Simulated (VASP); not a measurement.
Runs of VASP 6.6.1 on Sr. The structure is that of space group P6_3/mmc (No. 194), or close to it. The cells are those of the table. This isn't the form of Sr at room conditions, which is fcc.

| cell | gap on the mesh (eV) | pressure (GPa) |
| --- | --- | --- |
| a = 4.310, b = 4.310, c = 7.226 Å, angles 90.0, 90.0, 120.0°, 2 atoms | none | -0.2 |
| a = 4.095, b = 4.095, c = 6.874 Å, angles 90.0, 90.0, 120.0°, 2 atoms | none | 2.0 |
| a = 4.526, b = 4.526, c = 6.697 Å, angles 90.0, 90.0, 120.0°, 2 atoms | none | (c) |
| a = 4.418, b = 4.418, c = 6.874 Å, angles 90.0, 90.0, 120.0°, 2 atoms | none | -0.1 |
| a = 4.418, b = 4.418, c = 6.697 Å, angles 90.0, 90.0, 120.0°, 2 atoms | none | 0.2 |
| a = 4.095, b = 4.095, c = 6.697 Å, angles 90.0, 90.0, 120.0°, 2 atoms | none | (b) |
| a = 4.095, b = 4.095, c = 7.050 Å, angles 90.0, 90.0, 120.0°, 2 atoms | none | (a) |
| a = 4.202, b = 4.202, c = 6.697 Å, angles 90.0, 90.0, 120.0°, 2 atoms | none | 1.6 |

Alike in all rows: task single point; level r2SCAN; potentials or basis VASP PAW PBE potentials, release 64 (Sr_sv); no spin polarisation; k mesh 12 × 12 × 8; cutoff (eV) 520; smearing gaussian 0.15 eV.

**Question.** Fill in the values left out.

**Answer.** (a) 1.5; (b) 2.4; (c) -0.3.

Caveats: the PAW data sets were made with another functional, which shifts forces and pressure a little.

A k mesh can miss the band edges, and the runs leave out spin-orbit coupling on Sr.

A gap of «none» marks levels without a gap at the run's occupations.
